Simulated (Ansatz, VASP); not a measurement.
# One calculation of Hf, two programs

```xyz
1
Lattice="-1.7753 1.7753 1.7753 1.7753 -1.7753 1.7753 1.7753 1.7753 -1.7753" Properties=species:S:1:pos:R:3 pbc="T T T"
Hf    0.0000    0.0000    0.0000
```

Alike in both runs: task relaxation of cell and atoms; functional RPBE; k mesh 12 × 12 × 12; occupations fermi-dirac, width 0.1 eV; no spin polarisation.

```csv
,VASP,Ansatz
version,VASP 6.6.1,Ansatz 0.2.0
potentials or method,"VASP PAW PBE potentials, release 64 (Hf_pv), cutoff 600 eV","plane waves (420 eV) with PAW, scalar-relativistic"
valence electrons in the cell,10,26
```

VASP gave:

```
relaxed volume (Å³/atom)                                     : 22.92
relaxed cell length with the largest relative difference (Å) : 3.099
```

Q: What did Ansatz give for the same quantities?

A: Relaxed volume (Å³/atom): 23.02; relaxed cell length with the largest relative difference (Å): 3.104.

VASP's potentials were made for PBE, not for RPBE. VASP's potentials hold 10 valence electrons a cell and Ansatz's 26, so a difference there can come from the potentials and not from the codes.

Neither program's run includes spin-orbit coupling.
